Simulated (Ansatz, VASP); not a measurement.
**One calculation of Ba, two programs**

```
Ba
1.0
    -2.40768    2.40768    2.40768
     2.40768   -2.40768    2.40768
     2.40768    2.40768   -2.40768
Ba
1
Direct
  0.00000 0.00000 0.00000
```

Alike in both runs: task single point; functional PBE; k mesh 15 × 15 × 15; occupations fermi-dirac, width 0.1 eV; no spin polarisation.

|  | VASP | Ansatz |
| --- | --- | --- |
| version | VASP 6.6.1 | Ansatz 0.2.0 |
| potentials or method | VASP PAW PBE potentials, release 64 (Ba_sv), cutoff 520 eV | plane waves (420 eV) with PAW, scalar-relativistic |
| valence electrons in the cell | 10 | 10 |

```tsv
	VASP	Ansatz	Ansatz less VASP
pressure (GPa)	1.4	1.3	-0.11
```

The functional is the same, so the differences come from potentials, cutoffs and numerics.

Spin-orbit coupling is off throughout.
